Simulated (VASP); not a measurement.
# Rb (Im-3m) in VASP: further runs

Runs on Rb. Level: PBE. Tasks: single point, relaxation of cell and atoms.

Everything below comes from runs of VASP 6.6.1. Logs are shortened: lines on timing, memory, paths and dates and some standing lists are left out, and cuts for length are marked.

## (1) The cell of the first run

Symmetry: Im-3m, No. 229, cubic system. Conventional cell: a = 5.672 Å, b = 5.672 Å, c = 5.672 Å, α = 90.00°, β = 90.00°, γ = 90.00°.

## (2) Single point, PBE

Input file INCAR:

```
PREC = Accurate
ENCUT = 520
EDIFF = 1E-6
ISMEAR = -1
SIGMA = 0.05
LREAL = False
LASPH = True
NELM = 80
ALGO = Normal
ISIF = 2
LWAVE = False
LCHARG = False
GGA = PE
NBANDS = 10
```

Input file KPOINTS:

```
Automatic mesh
0
Gamma
  8 8 8
```

Input file POSCAR:

```
Rb
1.0
   -2.8362220291      2.8362220291      2.8362220291
    2.8362220291     -2.8362220291      2.8362220291
    2.8362220291      2.8362220291     -2.8362220291
Rb
1
Direct
    0.0000000000      0.0000000000      0.0000000000
```

Potentials or basis: VASP PAW PBE potentials, release 64 (Rb_sv).

On the command line:

```sh
> cat potpaw_PBE.64/Rb_sv/POTCAR > POTCAR
> mpirun -np 1 vasp_std > vasp.out
```

OUTCAR:

```text
PREC = Accurate
   ENCUT = 520
   EDIFF = 1E-6
   ISMEAR = -1
   LREAL = False
   LASPH = True
   NELM = 80
   ISIF = 2
   GGA = PE

 ion  position               nearest neighbor table
   1  0.000  0.000  0.000-

  LATTYP: Found a body centered cubic cell.
 ALAT       =     5.6724440582

  Lattice vectors:

 A1 = (  -2.8362220291,   2.8362220291,   2.8362220291)
 A2 = (   2.8362220291,  -2.8362220291,   2.8362220291)
 A3 = (   2.8362220291,   2.8362220291,  -2.8362220291)

Analysis of symmetry for initial positions (statically):
=====================================================================
 Subroutine PRICEL returns:
 Original cell was already a primitive cell.

 Routine SETGRP: Setting up the symmetry group for a
 body centered cubic supercell.

 Subroutine GETGRP returns: Found 48 space group operations
 (whereof 48 operations were pure point group operations)
 out of a pool of 48 trial point group operations.

The static configuration has the point symmetry O_h .

Analysis of symmetry for dynamics (positions and initial velocities):
=====================================================================
 Subroutine PRICEL returns:
 Original cell was already a primitive cell.

 Routine SETGRP: Setting up the symmetry group for a
 body centered cubic supercell.

 Subroutine GETGRP returns: Found 48 space group operations
 (whereof 48 operations were pure point group operations)
 out of a pool of 48 trial point group operations.

The dynamic configuration has the point symmetry O_h .

 Subroutine INISYM returns: Found 48 space group operations
 (whereof 48 operations are pure point group operations),
 and found     1 'primitive' translations

----------------------------------------------------------------------------------------

                                     Primitive cell

  volume of cell :      91.2600

  direct lattice vectors                    reciprocal lattice vectors
    -2.836222029  2.836222029  2.836222029     0.000000000  0.176290853  0.176290853
     2.836222029 -2.836222029  2.836222029     0.176290853  0.000000000  0.176290853
     2.836222029  2.836222029 -2.836222029     0.176290853  0.176290853  0.000000000

  length of vectors
     4.912480656  4.912480656  4.912480656     0.249312915  0.249312915  0.249312915

  position of ions in fractional coordinates (direct lattice)
     0.000000000  0.000000000  0.000000000

[... 68 lines left out ...]
   ICHARG =      2    charge: 1-file 2-atom 10-const
   ISPIN  =      1    spin polarized calculation?
   LNONCOLLINEAR =      F non collinear calculations
   LSORBIT =      F    spin-orbit coupling
   LASPH  =      T    aspherical Exc in radial PAW
   ENCUT  =  520.0 eV  38.22 Ry    6.18 a.u.   9.13  9.13  9.13*2*pi/ulx,y,z
   NELM   =     80;   NELMIN=  2; NELMDL= -5     # of ELM steps
   EDIFF  = 0.1E-05   stopping-criterion for ELM
   LREAL  =      F    real-space projection
   EDIFFG = 0.1E-04   stopping-criterion for IOM
   NSW    =      0    number of steps for IOM
   IBRION =     -1    ionic relax: 0-MD 1-quasi-New 2-CG
   NFREE  =      0    steps in history (QN), initial steepest desc. (CG)
   ISIF   =      2    stress and relaxation
   ISYM   =      2    0-nonsym 1-usesym 2-fastsym
   POTIM  = 0.5000    time-step for ionic-motion
   TEBEG  =    0.0;   TEEND  =   0.0 temperature during run
   PSTRESS=    0.0 pullay stress
   NELECT =       9.0000    total number of electrons
   NUPDOWN=      -1.0000    fix difference up-down
   EMIN   =  10.00;   EMAX   =-10.00  energy-range for DOS
   EFERMI =   0.00;   METHOD = LEGACY
   ISMEAR =    -1;   SIGMA  =   0.05  broadening in eV -4-tet -1-fermi 0-gaus
   EFERMI_NEDOS =   21; number of points for ismear=-14 and -15
   IALGO  =     38    algorithm
   IMIX   =      4    mixing-type and parameters
     AMIX     =   0.40;   BMIX     =  1.00
     AMIX_MAG =   1.60;   BMIX_MAG =  1.00
  volume/ion in A,a.u.               =      91.26       615.85
  Fermi-wavevector in a.u.,A,eV,Ry     =   0.756360  1.429314  7.783635  0.572081
  Thomas-Fermi vector in A             =   1.854463
   LORBIT       =      0    0 simple, 1 ext, 2 COOP (PROOUT), +10 PAW based schemes
   GGA     = PE    functional components
[... 5 lines left out ...]
 non-spin polarized calculation
  energy-cutoff  :      520.00
  volume of cell :       91.26
 maximum number of plane-waves:      2491
 NGX is ok and might be reduce to    40
   NGX = 19   NGY = 19   NGZ = 19

 number of electron       9.0000000 magnetization

 Free energy of the ion-electron system (eV)
  ---------------------------------------------------
  ext. energy  EPLUGINS =         0.00000000
  ---------------------------------------------------
  free energy    TOTEN  =        -0.93548024 eV

  energy without entropy =       -0.92478703  energy(sigma->0) =       -0.93013363

 E-fermi :   0.0269     XC(G=0):  -5.4595

 val. band max:       -0.0142810001   @ k =   0.2500   0.2500   0.0000
 cond. band min:       0.0845429209   @ k =   0.3750   0.1250   0.0000
 fundamental gap:      0.0988239211
 Fermi energy:         0.0268626315

 k-point     1 :       0.0000    0.0000    0.0000
  band No.  band energies     occupation
      1     -28.8983      2.00000
      2     -12.9409      2.00000
      3     -12.9409      2.00000
      4     -12.9409      2.00000
      5      -1.9627      2.00000
      6       3.6816      0.00000
      7       3.6816      0.00000
      8       3.6816      0.00000
      9       4.6135      0.00000
     10       4.6135      0.00000
[... 287 lines left out ...]
 k-point    24 :      -0.3750    0.3750    0.2500
  band No.  band energies     occupation
      1     -28.8931      2.00000
      2     -13.0114      2.00000
      3     -12.9858      2.00000
      4     -12.9762      2.00000
      5       0.1180      0.27799
      6       1.6965      0.00000
      7       2.9206      0.00000
      8       2.9593      0.00000
      9       4.0039      0.00000
     10       5.1552      0.00000

 [... further k-points ...]
[... 5 lines left out ...]
  --------------------------------------------------------------------------------------
  -------------------------------------------------------------------------------------
  Total        0.0030623      0.0030623      0.0030623     -0.0000000     -0.0000000      0.0000000
  in kB        0.0537627      0.0537627      0.0537627     -0.0000000     -0.0000000      0.0000000
  external PRESSURE =       0.0537627 kB  Pullay stress =       0.0000000 kB

 VOLUME and BASIS-vectors are now :
 -----------------------------------------------------------------------------
  energy-cutoff  :      520.00
  volume of cell :       91.26
      direct lattice vectors                 reciprocal lattice vectors
    -2.836222029  2.836222029  2.836222029     0.000000000  0.176290853  0.176290853
     2.836222029 -2.836222029  2.836222029     0.176290853  0.000000000  0.176290853
     2.836222029  2.836222029 -2.836222029     0.176290853  0.176290853  0.000000000

 POSITION                                       TOTAL-FORCE (eV/Angst)
 -----------------------------------------------------------------------------------
      0.00000      0.00000      0.00000         0.000000     -0.000000     -0.000000
 -----------------------------------------------------------------------------------
    total drift:                               -0.000000      0.000000     -0.000000

  FREE ENERGIE OF THE ION-ELECTRON SYSTEM (eV)
  ---------------------------------------------------
  free  energy   TOTEN  =        -0.9354802402 eV

  energy  without entropy=       -0.9247870262  energy(sigma->0) =       -0.93013363
```

stdout:

```text
POSCAR found type information on POSCAR Rb
 POSCAR found :  1 types and       1 ions
 scaLAPACK will be used
 LDA part: xc-table for (Slater+PW92), standard interpolation
 POSCAR, INCAR and KPOINTS ok, starting setup
 FFT: planning ... GRIDC
 FFT: planning ... GRID_SOFT
 FFT: planning ... GRID
 WAVECAR not read
 entering main loop
```

It took 17 s on 1 thread of Intel Xeon Platinum 8375C at 2.90GHz (Ice Lake), shared host; peak memory 0.23 GiB.

Results:

```
Free energy : -0.9355 eV
Pressure    : 0.0 GPa
```

## (3) Single point, PBE

Input file INCAR:

```
SYSTEM = Rb
PREC = Accurate
ENCUT = 520
EDIFF = 1E-7
ISMEAR = -1
SIGMA = 0.05
LREAL = .False.
LASPH = .True.
NELM = 60
ALGO = Normal
ISIF = 2
LWAVE = .False.
LCHARG = .False.
GGA = PE
NBANDS = 10
```

Input file KPOINTS:

```
Automatic mesh
0
Gamma
  8 8 8
  0 0 0
```

Input file POSCAR:

```
Rb
1.0
   -2.8364231664      2.8364231664      2.8364231664
    2.8364231664     -2.8364231664      2.8364231664
    2.8364231664      2.8364231664     -2.8364231664
Rb
1
Direct
    0.0000000000      0.0000000000      0.0000000000
```

Potentials or basis: VASP PAW PBE potentials, release 64 (Rb_sv).

On the command line:

```sh
> cat potpaw_PBE.64/Rb_sv/POTCAR > POTCAR
> mpirun -np 1 vasp_std > vasp.out
```

It took 20 s on 1 thread of Intel Xeon Platinum 8375C at 2.90GHz (Ice Lake), shared host; peak memory 0.23 GiB.

It converged, with:

```yaml
Free_energy: -0.9355 eV
Pressure: 0.0 GPa
```

Levels at points of the mesh, in eV from the Fermi level:
```tsv
k point	band 1	band 2	band 3	band 4	band 5	band 6	band 7	band 8
(0.00, 0.00, 0.00)	-28.93	-12.97	-12.97	-12.97	-1.99	3.65	3.65	3.65
(0.50, 0.00, 0.00)	-28.92	-13.06	-13.00	-12.97	0.22	0.76	2.56	4.22
(0.50, 0.50, 0.50)	-28.92	-13.04	-13.04	-13.04	1.24	1.24	3.22	3.22
```

## (4) Relaxation of cell and atoms, PBE

This run uses another cell than the first one, of 88.04 Å³/atom, 0.965 times its volume.

Input file INCAR:

```
PREC     = Accurate       # precision mode
ENCUT    = 600            # plane-wave cutoff, eV
EDIFF    = 1E-6           # SCF threshold, eV
ISMEAR   = -1             # smearing method
SIGMA    = 0.05           # smearing width, eV
LREAL    = False          # projectors in reciprocal space
LASPH    = True           # aspherical terms in the spheres
NELM     = 80             # most SCF steps
ALGO     = Normal         # electronic algorithm
ISIF     = 3              # what is computed and relaxed
LWAVE    = False          # write WAVECAR
LCHARG   = False          # write CHGCAR
GGA      = PE             # functional
IBRION   = 2              # ionic algorithm
NSW      = 100            # ionic steps
EDIFFG   = -0.005         # ionic threshold
```

Input file KPOINTS:

```
Automatic mesh
0
Gamma
  8 8 8
```

Input file POSCAR:

```
Rb
1.0
   -2.8025000000      2.8025000000      2.8025000000
    2.8025000000     -2.8025000000      2.8025000000
    2.8025000000      2.8025000000     -2.8025000000
Rb
1
Direct
    0.0000000000      0.0000000000      0.0000000000
```

On the command line:

```sh
> cat potpaw_PBE.64/Rb_sv/POTCAR > POTCAR
> mpirun -np 1 vasp_std > vasp.out
```

It took 37 s on 1 thread of Intel Xeon Platinum 8375C at 2.90GHz (Ice Lake), shared host; peak memory 0.25 GiB.

The run converged. Its results:

```
Free energy                            : -0.9354 eV
Relaxed volume                         : 91.19 Å³/atom
Relaxed cell                           : a = 4.911 Å, b = 4.911 Å, c = 4.911 Å, α = 109.47°, β = 109.47°, γ = 109.47°
Space group after relaxing (to 0.05 Å) : Im-3m (No. 229)
Energy gained by relaxing              : 1.1 meV/atom
Ionic steps                            : 3
Pressure after relaxing                : 0.0 GPa
```

Step by step:
| step | energy change (eV) | largest force (eV/Å) | pressure (GPa) | volume (Å³) |
| --- | --- | --- | --- | --- |
| 1 | 0.0000 | 0.0000 | 0.11 | 88.04 |
| 2 | -0.0005 | 0.0000 | 0.08 | 88.84 |
| 3 | -0.0011 | 0.0000 | 0.01 | 91.19 |

Final structure:
```yaml
crystal:
  lattice:
    - [-2.83553, 2.83553, 2.83553]
    - [2.83553, -2.83553, 2.83553]
    - [2.83553, 2.83553, -2.83553]
  atoms:
    - { symbol: Rb, position: [0.00000, 0.00000, 0.00000] }
```

Levels at points of the mesh, in eV from the Fermi level:
```
           k point  band 2  band 3  band 4  band 5  band 6  band 7
(0.00, 0.00, 0.00)  -12.97  -12.97  -12.97   -1.99    3.66    3.66
(0.50, 0.00, 0.00)  -13.06  -13.00  -12.97    0.22    0.76    2.56
(0.50, 0.50, 0.50)  -13.04  -13.04  -13.04    1.24    1.24    3.22
```

## (5) Relaxation of cell and atoms, PBE

This run uses another cell than the first one, of 88.04 Å³/atom, 0.965 times its volume.

Input file INCAR:

```
SYSTEM = Rb
ALGO = Normal ; EDIFF = 1E-6
EDIFFG = -0.005 ; ENCUT = 600
GGA = PE ; IBRION = 2
ISIF = 3 ; ISMEAR = -1
LASPH = .TRUE. ; LCHARG = .FALSE.
LREAL = .FALSE. ; LWAVE = .FALSE.
NELM = 80 ; NSW = 100
PREC = Accurate ; SIGMA = 0.05
```

Input file KPOINTS:

```
k-points
0
G
  8 8 8
  0 0 0
```

POSCAR is that of step 4.

On the command line:

```sh
> cat potpaw_PBE.64/Rb_sv/POTCAR > POTCAR
> mpirun -np 1 vasp_std > vasp.out
```

Run time: 37 s. Hardware: 1 thread of Intel Xeon Platinum 8375C at 2.90GHz (Ice Lake), shared host; peak memory 0.25 GiB.

The run converged. Its results:

| Quantity | Value |
| --- | --- |
| Free energy | -0.9354 eV |
| Relaxed volume | 91.19 Å³/atom |
| Relaxed cell | a = 4.911 Å, b = 4.911 Å, c = 4.911 Å, α = 109.47°, β = 109.47°, γ = 109.47° |
| Space group after relaxing (to 0.05 Å) | Im-3m (No. 229) |
| Energy gained by relaxing | 1.1 meV/atom |
| Ionic steps | 3 |
| Pressure after relaxing | 0.0 GPa |

Step by step:
| step | energy change (eV) | largest force (eV/Å) | pressure (GPa) | volume (Å³) |
| --- | --- | --- | --- | --- |
| 1 | 0.0000 | 0.0000 | 0.11 | 88.04 |
| 2 | -0.0005 | 0.0000 | 0.08 | 88.84 |
| 3 | -0.0011 | 0.0000 | 0.01 | 91.19 |

Final structure:
```
CELL_PARAMETERS angstrom
-2.83553 2.83553 2.83553
2.83553 -2.83553 2.83553
2.83553 2.83553 -2.83553
ATOMIC_POSITIONS crystal
Rb 0.00000 0.00000 0.00000
```

Levels at points of the mesh, in eV from the Fermi level:
```
           k point  band 1  band 2  band 3  band 4  band 5  band 6  band 7  band 8
(0.00, 0.00, 0.00)  -28.92  -12.97  -12.97  -12.97   -1.99    3.66    3.66    3.66
(0.50, 0.00, 0.00)  -28.92  -13.06  -13.00  -12.97    0.22    0.76    2.56    4.23
(0.50, 0.50, 0.50)  -28.92  -13.04  -13.04  -13.04    1.24    1.24    3.22    3.22
```

PBE usually gives volumes a little too large and moduli too small. Zero-point motion and thermal expansion aren't in these numbers.

## (6) Summary

| task | cell | cutoff (eV) | gap on the mesh (eV) | pressure (GPa) |
| --- | --- | --- | --- | --- |
| single point | a = 4.912 Å, angles 109.5°, 1 atom | 520 | none | 0.0 |
| single point | a = 4.913 Å, angles 109.5°, 1 atom | 520 | none | 0.0 |
| relaxation of cell and atoms | relaxed from a = 4.854 Å, angles 109.5°, 1 atom | 600 | none | 0.0 |

Alike in all rows: level PBE; potentials or basis VASP PAW PBE potentials, release 64 (Rb_sv); no spin polarisation; k mesh 8 × 8 × 8; smearing fermi-dirac 0.05 eV.

Total energies depend on the potentials used, so only differences within one code and one set of settings carry meaning.
